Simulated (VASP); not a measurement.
Ni:

```
CELL_PARAMETERS angstrom
-1.38372 1.38372 1.38372
1.38372 -1.38372 1.38372
2.76743 2.76743 0.00000
ATOMIC_POSITIONS crystal
Ni 0.00000 0.00000 0.00000
Ni 0.50000 0.50000 0.50000
```

This isn't the form of Ni at room conditions, which is fcc.

Base run:

```yaml
Program: VASP 6.6.1
Functional: LDA
Potentials_or_basis: VASP PAW LDA potentials, release 64 (Ni)
Cutoff: 520 eV
k_mesh: 13 × 13 × 8
Occupations: fermi-dirac, width 0.05 eV
Spin: no spin polarisation
```

Its results: pressure -11.9 GPa.

The run is repeated on the same cell with these changes: spin from no spin polarisation to collinear spin, ferromagnetic start; further incar settings from ALGO = Normal; EDIFF = 1e-06; NBANDS = 17 to ALGO = Normal; EDIFF = 1e-07; NBANDS = 21. What comes out?

Pressure -10.8 GPa; net moment 0.86 μB per cell; site moments Ni +0.43 μB.

Caveats: the cell stands under tension.
